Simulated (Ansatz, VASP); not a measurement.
SiNi2: VASP beside Ansatz

Contents of INCAR:

```
ALGO     = Normal         # electronic algorithm
EDIFF    = 1E-7           # SCF threshold, eV
EDIFFG   = -0.01          # ionic threshold
ENCUT    = 600            # plane-wave cutoff, eV
GGA      = PE             # functional
GGA_COMPAT= False        
IBRION   = 2              # ionic algorithm
ISIF     = 3              # what is computed and relaxed
ISMEAR   = 0              # smearing method
LASPH    = True           # aspherical terms in the spheres
LCHARG   = False          # write CHGCAR
LREAL    = False          # projectors in reciprocal space
LWAVE    = False          # write WAVECAR
NELM     = 120            # most SCF steps
NELMIN   = 4            
NSW      = 100            # ionic steps
PREC     = Accurate       # precision mode
SIGMA    = 0.1            # smearing width, eV
```

KPOINTS

```
k-points
0
Gamma
  16 16 16
```

Contents of POSCAR:

```
SiNi2
1.0
    0.0000000000      2.6598047307      2.6598047307
    2.6598047307      0.0000000000      2.6598047307
    2.6598047307      2.6598047307      0.0000000000
Si Ni
1 2
Direct
    0.5000000000      0.5000000000      0.5000000000
    0.7500000000      0.7500000000      0.7500000000
    0.2500000000      0.2500000000      0.2500000000
```

Input for Ansatz:

```yaml
crystal:
  lattice:
    - [0.0, 2.6598047307, 2.6598047307]
    - [2.6598047307, 0.0, 2.6598047307]
    - [2.6598047307, 2.6598047307, 0.0]
  atoms:
    - { symbol: Si, position: [0.5, 0.5, 0.5] }
    - { symbol: Ni, position: [0.75, 0.75, 0.75] }
    - { symbol: Ni, position: [0.25, 0.25, 0.25] }
basis:
  ecutwfc: 420
kpoints:
  mp_grid: { grid: [16, 16, 16] }
hamiltonian:
  xc: pbe
scf:
  occupations: { method: gaussian, width: 0.1 }
output:
  forces: true
  stress: true
  eigenvalues: true
relax:
  adjacent_minimum: "off"
  f_tol: 0.01
  max_steps: 80
  cell: { stress_tol: 0.05 }
```

Alike in both runs: task relaxation of cell and atoms; functional PBE; k mesh 16 × 16 × 16; occupations gaussian, width 0.1 eV; no spin polarisation.

|  | VASP | Ansatz |
| --- | --- | --- |
| version | VASP 6.6.1 | Ansatz 0.2.0 |
| potentials or method | VASP PAW PBE potentials, release 64 (Si, Ni), cutoff 600 eV | scalar-relativistic, plane waves, PAW |
| valence electrons in the cell | 24 | 40 |

Ansatz gave:

```
gap on the k mesh at the Fermi level, each at its own relaxed structure (eV) : none
relaxed volume (Å³/atom)                                                     : 12.54
relaxed length of the cell vector where the two differ most in proportion (Å)              : 3.761
```

Q: Which values does VASP return?

A: gap on the k mesh at the Fermi level, each at its own relaxed structure (eV): none; relaxed volume (Å³/atom): 12.54; relaxed length of the cell vector where the two differ most in proportion (Å): 3.762.

A gap of «none» marks a metal or a gap that the smearing closes. VASP's potentials hold 24 valence electrons a cell and Ansatz's 40, so a difference there can come from the potentials and not from the codes.

Noted on VASP's run: the relaxation stopped at its first step, so nothing moved.
